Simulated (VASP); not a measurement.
A run of VASP 6.6.1:

INCAR

```
PREC     = Accurate       # precision mode
ENCUT    = 520            # plane-wave cutoff, eV
EDIFF    = 1E-6           # SCF threshold, eV
ISMEAR   = -1             # smearing method
SIGMA    = 0.05           # smearing width, eV
LREAL    = F              # projectors in reciprocal space
LASPH    = T              # aspherical terms in the spheres
NELM     = 80             # most SCF steps
ALGO     = Fast           # electronic algorithm
ISIF     = 2              # what is computed and relaxed
LWAVE    = F              # write WAVECAR
LCHARG   = F              # write CHGCAR
GGA      = B5             # functional
ALDAX    = 1.0          
AGGAX    = 1.0          
AGGAC    = 1.0          
ALDAC    = 0.0          
NBANDS   = 12             # bands
```

The input KPOINTS:

```
Automatic mesh
0
Gamma
  10 10 10
```

POSCAR

```
In
1.0
   -1.9875027206      1.9875027206      1.9875027206
    1.9875027206     -1.9875027206      1.9875027206
    1.9875027206      1.9875027206     -1.9875027206
In
1
Direct
    0.0000000000      0.0000000000      0.0000000000
```

Potentials or basis: VASP PAW PBE potentials, release 64 (In_d).

The run is started by

```console
$ cat potpaw_PBE.64/In_d/POTCAR > POTCAR
$ mpirun -np 1 vasp_std > vasp.out
```

Hardware: 1 thread of AMD EPYC 7R13 Processor (Zen 3), with other jobs on the host.

Estimate the wall time of this run.

Wall time 38 s on 1 thread of AMD EPYC 7R13 Processor (Zen 3), with other jobs on the host, peak memory 0.12 GiB. Counts: scf iterations 14, k points 47.
